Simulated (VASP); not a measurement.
# MgO (P1) in VASP: single point with PBEsol

Aim: the single point of MgO with PBEsol.

Program: VASP 6.6.1. These are calculated values, not measurements. Logs are shortened: lines on timing, memory, paths and dates and some standing lists are left out, and cuts for length are marked.

## (1) The cell of the first run

The typed cell holds 16 atoms: a = 6.454 Å, b = 6.454 Å, c = 6.454 Å, α = 60.00°, β = 60.00°, γ = 60.00°.

## (2) Single point, PBEsol

Contents of INCAR:

```
SYSTEM = MgO
PREC     = Accurate       ! precision mode
ENCUT    = 520            ! plane-wave cutoff, eV
EDIFF    = 1E-6           ! SCF threshold, eV
ISMEAR   = -1             ! smearing method
SIGMA    = 0.069          ! smearing width, eV
LREAL    = Auto         
LASPH    = .True.         ! aspherical terms in the spheres
NELM     = 100            ! most SCF steps
ALGO     = Normal         ! electronic algorithm
ISIF     = 2              ! what is computed and relaxed
LWAVE    = .False.        ! write WAVECAR
LCHARG   = .False.        ! write CHGCAR
GGA      = PS             ! functional
NBANDS   = 46             ! bands
```

Contents of KPOINTS:

```
Automatic mesh
0
Gamma
  4 4 4
  0 0 0
```

Contents of POSCAR:

```
MgO
1.0
    0.0000000000      4.5640113248      4.5640113248
    4.5640113248      0.0000000000      4.5640113248
    4.5640113248      4.5640113248      0.0000000000
Mg O
8 8
Direct
    0.0188125081      0.0075612214     -0.0259575386
    0.0124622828     -0.0010823812      0.5032196102
    0.0164877987      0.4957970826      0.0110927639
   -0.0012955708      0.4906712189      0.5078819563
    0.4903704966     -0.0044939634     -0.0130870622
    0.5155543737     -0.0328664829      0.4769148990
    0.5001029440      0.4723083153      0.0279513987
    0.5105879092      0.4882621539      0.5036551920
    0.0981055848      0.1504067258      0.1258474090
    0.1230144844      0.1147921122      0.6298791338
    0.1357761749      0.6314541737      0.1405570570
    0.1321121831      0.6038018541      0.6460375074
    0.6264627313      0.1214350624      0.1220711257
    0.6190007647      0.1158444759      0.6229830072
    0.6253530714      0.6160697903      0.1274406347
    0.6225437007      0.6129622170      0.6502651481
```

Potentials or basis: VASP PAW PBE potentials, release 64 (Mg, O).

On the command line:

```bash
> cat potpaw_PBE.64/Mg/POTCAR potpaw_PBE.64/O/POTCAR > POTCAR
> mpirun -np 1 vasp_std > vasp.out
```

OUTCAR:

```text
SYSTEM = MgO
   PREC = Accurate
   ENCUT = 520
   EDIFF = 1E-6
   ISMEAR = -1
   LREAL = Auto
   LASPH = .True.
   NELM = 100
   ISIF = 2
   GGA = PS

 ion  position               nearest neighbor table
   1  0.019  0.008  0.974-  10 1.82   9 1.99  11 2.00  13 2.07   5 3.05   4 3.07   2 3.09   7 3.19
                             3 3.20   6 3.22   6 3.26   3 3.27   7 3.29   2 3.37   4 3.39   5 3.41
   2  0.012  0.999  0.503-  10 1.86   9 2.00  14 2.08  12 2.08   6 3.07   1 3.09   4 3.15   3 3.19
                             8 3.20   5 3.22   5 3.25   8 3.26   3 3.26   4 3.31   1 3.37   6 3.41
   3  0.016  0.496  0.011-   9 1.83  12 1.93  11 2.03  15 2.07   7 3.10   4 3.13   5 3.16   2 3.19
                             1 3.20   8 3.22   8 3.23   2 3.26   1 3.27   5 3.32   4 3.32   7 3.36
   4  0.999  0.491  0.508-  11 1.94  10 1.98  16 1.98  12 2.03   1 3.07   6 3.10   3 3.13   2 3.15
                             7 3.17   8 3.17   8 3.28   7 3.29   2 3.31   3 3.32   6 3.37   1 3.39
   5  0.490  0.996  0.987-  14 1.92  15 2.00   9 2.08  13 2.09   1 3.05   8 3.15   3 3.16   6 3.16
                             2 3.22   7 3.22   7 3.25   2 3.25   6 3.31   8 3.31   3 3.32   1 3.41
   6  0.516  0.967  0.477-  13 1.88  16 1.89  10 2.08  14 2.11   8 3.02   2 3.07   7 3.09   4 3.10
                             5 3.16   1 3.22   1 3.26   5 3.31   4 3.37   7 3.39   2 3.41   8 3.44
   7  0.500  0.472  0.028-  13 1.85  11 1.93  15 1.95  16 1.99   6 3.09   3 3.10   8 3.16   4 3.17
                             1 3.19   5 3.22   5 3.25   4 3.29   1 3.29   8 3.30   3 3.36   6 3.39
   8  0.511  0.488  0.504-  14 1.97  15 1.98  12 2.00  16 2.02   6 3.02   5 3.15   7 3.16   4 3.17
                             2 3.20   3 3.22   3 3.23   2 3.26   4 3.28   7 3.30   5 3.31   6 3.44
   9  0.098  0.150  0.126-   3 1.83   1 1.99   2 2.00   5 2.08
  10  0.123  0.115  0.630-   1 1.82   2 1.86   4 1.98   6 2.08
  11  0.136  0.631  0.141-   7 1.93   4 1.94   1 2.00   3 2.03
  12  0.132  0.604  0.646-   3 1.93   8 2.00   4 2.03   2 2.08
  13  0.626  0.121  0.122-   7 1.85   6 1.88   1 2.07   5 2.09
  14  0.619  0.116  0.623-   5 1.92   8 1.97   2 2.08   6 2.11
  15  0.625  0.616  0.127-   7 1.95   8 1.98   5 2.00   3 2.07
  16  0.623  0.613  0.650-   6 1.89   4 1.98   7 1.99   8 2.02

  LATTYP: Found a face centered cubic cell.
 ALAT       =     9.1280226496

  Lattice vectors:

 A1 = (   0.0000000000,   4.5640113248,   4.5640113248)
 A2 = (   4.5640113248,   0.0000000000,   4.5640113248)
 A3 = (   4.5640113248,   4.5640113248,   0.0000000000)

Analysis of symmetry for initial positions (statically):
=====================================================================
 Subroutine PRICEL returns:
 Original cell was already a primitive cell.

 Routine SETGRP: Setting up the symmetry group for a
 face centered cubic supercell.

 Subroutine GETGRP returns: Found  1 space group operations
 (whereof  1 operations were pure point group operations)
 out of a pool of 48 trial point group operations.

The static configuration has the point symmetry C_1 .

Analysis of symmetry for dynamics (positions and initial velocities):
=====================================================================
 Subroutine PRICEL returns:
 Original cell was already a primitive cell.

 Routine SETGRP: Setting up the symmetry group for a
 face centered cubic supercell.

 Subroutine GETGRP returns: Found  1 space group operations
 (whereof  1 operations were pure point group operations)
 out of a pool of 48 trial point group operations.

The dynamic configuration has the point symmetry C_1 .

 Subroutine INISYM returns: Found  1 space group operations
 (whereof  1 operations are pure point group operations),
 and found     1 'primitive' translations

----------------------------------------------------------------------------------------

                                     Primitive cell

  volume of cell :     190.1385

  direct lattice vectors                    reciprocal lattice vectors
     0.000000000  4.564011325  4.564011325    -0.109552752  0.109552752  0.109552752
     4.564011325  0.000000000  4.564011325     0.109552752 -0.109552752  0.109552752
     4.564011325  4.564011325  0.000000000     0.109552752  0.109552752 -0.109552752

  length of vectors
     6.454486714  6.454486714  6.454486714     0.189750932  0.189750932  0.189750932

  position of ions in fractional coordinates (direct lattice)
     0.018812508  0.007561221  0.974042461
     0.012462283  0.998917619  0.503219610
     0.016487799  0.495797083  0.011092764
     0.998704429  0.490671219  0.507881956
     0.490370497  0.995506037  0.986912938
     0.515554374  0.967133517  0.476914899
[... 8 lines left out ...]
     0.625353071  0.616069790  0.127440635
     0.622543701  0.612962217  0.650265148

  ion indices of the primitive-cell ions
   primitive index   ion index
                 1           1
                 2           2
                 3           3
                 4           4
                 5           5
                 6           6
[... 8 lines left out ...]
                15          15
                16          16

----------------------------------------------------------------------------------------

 KPOINTS: Automatic mesh

Automatic generation of k-mesh.
 Grid dimensions read from file:
 generate k-points for:    4    4    4

 Generating k-lattice:

  Cartesian coordinates                     Fractional coordinates (reciprocal lattice)
    -0.027388188  0.027388188  0.027388188     0.250000000  0.000000000  0.000000000
     0.027388188 -0.027388188  0.027388188     0.000000000  0.250000000  0.000000000
     0.027388188  0.027388188 -0.027388188     0.000000000  0.000000000  0.250000000

  Length of vectors
     0.047437733  0.047437733  0.047437733

  Shift w.r.t. Gamma in fractional coordinates (k-lattice)
     0.000000000  0.000000000  0.000000000

 Subroutine IBZKPT returns following result:
 ===========================================

 Found     36 irreducible k-points:

 Following reciprocal coordinates:
            Coordinates               Weight
  0.000000  0.000000  0.000000      1.000000
  0.250000  0.000000  0.000000      2.000000
  0.000000  0.250000  0.000000      2.000000
  0.000000  0.000000  0.250000      2.000000
  0.250000  0.250000  0.250000      2.000000
  0.500000  0.000000  0.000000      1.000000
[... 16 lines left out ...]
  0.250000  0.500000  0.500000      2.000000
  0.500000  0.000000  0.250000      2.000000
 [... further k-points ...]
   k-points           NKPTS =     36   k-points in BZ     NKDIM =     36   number of bands    NBANDS=     46
   number of dos      NEDOS =    301   number of ions     NIONS =     16
   total plane-waves  NPLWV = 110592
   dimension x,y,z NGX =    48 NGY =   48 NGZ =   48
   dimension x,y,z NGXF=    96 NGYF=   96 NGZF=   96
   ions per type =               8   8
   NGX,Y,Z   is equivalent  to a cutoff of  12.36, 12.36, 12.36 a.u.
   NGXF,Y,Z  is equivalent  to a cutoff of  24.73, 24.73, 24.73 a.u.
 SYSTEM =  MgO
   PREC   = accura    normal or accurate (medium, high low for compatibility)
   ISTART =      0    job   : 0-new  1-cont  2-samecut
   ICHARG =      2    charge: 1-file 2-atom 10-const
   ISPIN  =      1    spin polarized calculation?
   LNONCOLLINEAR =      F non collinear calculations
   LSORBIT =      F    spin-orbit coupling
   LASPH  =      T    aspherical Exc in radial PAW
   ENCUT  =  520.0 eV  38.22 Ry    6.18 a.u.  12.00 12.00 12.00*2*pi/ulx,y,z
   NELM   =    100;   NELMIN=  2; NELMDL= -5     # of ELM steps
   EDIFF  = 0.1E-05   stopping-criterion for ELM
   LREAL  =      T    real-space projection
   EDIFFG = 0.1E-04   stopping-criterion for IOM
   NSW    =      0    number of steps for IOM
   IBRION =     -1    ionic relax: 0-MD 1-quasi-New 2-CG
   NFREE  =      0    steps in history (QN), initial steepest desc. (CG)
   ISIF   =      2    stress and relaxation
   ISYM   =      2    0-nonsym 1-usesym 2-fastsym
   POTIM  = 0.5000    time-step for ionic-motion
   TEBEG  =    0.0;   TEEND  =   0.0 temperature during run
   PSTRESS=    0.0 pullay stress
   NELECT =      64.0000    total number of electrons
   NUPDOWN=      -1.0000    fix difference up-down
   EMIN   =  10.00;   EMAX   =-10.00  energy-range for DOS
   EFERMI =   0.00;   METHOD = LEGACY
   ISMEAR =    -1;   SIGMA  =   0.07  broadening in eV -4-tet -1-fermi 0-gaus
   EFERMI_NEDOS =   21; number of points for ismear=-14 and -15
   IALGO  =     38    algorithm
   IMIX   =      4    mixing-type and parameters
     AMIX     =   0.40;   BMIX     =  1.00
     AMIX_MAG =   1.60;   BMIX_MAG =  1.00
  volume/ion in A,a.u.               =      11.88        80.19
  Fermi-wavevector in a.u.,A,eV,Ry     =   1.138793  2.152007 17.644708  1.296849
  Thomas-Fermi vector in A             =   2.275497
   LORBIT       =      0    0 simple, 1 ext, 2 COOP (PROOUT), +10 PAW based schemes
   GGA     = PS    functional components
   LHFCALC =     F    Hartree Fock is set to
   AEXX    =    0.0000 exact exchange contribution
   IVDW    =     0    specifies the selected vdW correction
   LEPSILON=     F    determine dielectric tensor
   LRPA    =     F    only Hartree local field effects (RPA)
 non-spin polarized calculation
  energy-cutoff  :      520.00
  volume of cell :      190.14
 maximum number of plane-waves:      5124
   NGX = 25   NGY = 25   NGZ = 25

 number of electron      63.9999999 magnetization

 Free energy of the ion-electron system (eV)
  ---------------------------------------------------
  ext. energy  EPLUGINS =         0.00000000
  ---------------------------------------------------
  free energy    TOTEN  =       -96.47537381 eV

  energy without entropy =      -96.47537381  energy(sigma->0) =      -96.47537381

 E-fermi :   2.5441     XC(G=0):  -9.9580

 val. band max:        0.9402228740   @ k =   0.0000   0.0000   0.0000
 cond. band min:       4.0978455714   @ k =   0.0000   0.0000   0.0000
 fundamental gap:      3.1576226974
 Fermi energy:         2.5440961863

 k-point     1 :       0.0000    0.0000    0.0000
  band No.  band energies     occupation
      1     -15.2767      2.00000
      2     -14.7759      2.00000
      3     -14.5467      2.00000
      4     -14.5012      2.00000
      5     -14.4421      2.00000
      6     -14.1826      2.00000
[... 1117 lines left out ...]
     43      11.4353      0.00000
     44      11.7498      0.00000

 [... further k-points ...]

 [bands above 44 left out]

------------------------ aborting loop because EDIFF is reached ----------------------------------------

  FORCE on cell =-STRESS in cart. coord.  units (eV):
  Direction    XX          YY          ZZ          XY          YZ          ZX
  --------------------------------------------------------------------------------------
  -------------------------------------------------------------------------------------
  Total        1.8310978      2.6052104      2.7458039      0.9772648     -4.5849188      0.5883530
  in kB       15.4295049     21.9524629     23.1371550      8.2347937    -38.6342150      4.9576796
  external PRESSURE =      20.1730410 kB  Pullay stress =       0.0000000 kB

 VOLUME and BASIS-vectors are now :
 -----------------------------------------------------------------------------
  energy-cutoff  :      520.00
  volume of cell :      190.14
      direct lattice vectors                 reciprocal lattice vectors
     0.000000000  4.564011325  4.564011325    -0.109552752  0.109552752  0.109552752
     4.564011325  0.000000000  4.564011325     0.109552752 -0.109552752  0.109552752
     4.564011325  4.564011325  0.000000000     0.109552752  0.109552752 -0.109552752

 POSITION                                       TOTAL-FORCE (eV/Angst)
 -----------------------------------------------------------------------------------
      4.48005      4.53140      0.12037         1.655091      1.108493     -1.572575
      6.85577      2.35358      4.61595        -0.908072     -1.199327     -1.779323
      2.31345      0.12588      2.33807         1.132928     -1.299579      0.359277
      4.55741      6.87608      6.79753         0.755910      0.628145      0.428085
      9.04778      6.74234      6.78156         0.282703      0.562181     -0.026103
      6.59065      4.52964      6.76700         1.952717      0.670163      0.470038
[... 8 lines left out ...]
      3.39339      3.43576      5.66587         0.696542      0.471930      0.586646
      5.76538      5.80911      5.63886        -1.076792     -0.150703     -0.357412
 -----------------------------------------------------------------------------------
    total drift:                                0.005253     -0.003303      0.001710

  FREE ENERGIE OF THE ION-ELECTRON SYSTEM (eV)
  ---------------------------------------------------
  free  energy   TOTEN  =       -96.4753738134 eV

  energy  without entropy=      -96.4753738133  energy(sigma->0) =      -96.47537381
```

It took 3.6 min on 1 thread of Intel Xeon 6975P-C (Granite Rapids), shared host; peak memory 0.41 GiB.

What came out:

```yaml
Free_energy: -96.4754 eV
Pressure: 2.0 GPa
Largest_force: 2.538 eV/Å
Band_gap_on_the_k_mesh: 3.16 eV, direct
```

Forces on the atoms (eV/Å):
```
Mg   1.655  1.108 -1.573
Mg  -0.908 -1.199 -1.779
Mg   1.133 -1.300  0.359
Mg   0.756  0.628  0.428
Mg   0.283  0.562 -0.026
Mg   1.953  0.670  0.470
Mg   0.411 -0.575  1.343
Mg  -0.026 -0.145 -0.484
O   -1.429  1.775 -0.586
O   -0.882 -0.391  1.659
O   -0.227 -0.760 -0.599
O   -0.028 -0.729  0.883
O   -1.673 -0.021 -0.650
O   -0.636  0.054  0.326
O    0.697  0.472  0.587
O   -1.077 -0.151 -0.357
```

Caveat: the PAW data sets were made with another functional, which shifts forces and pressure a little.
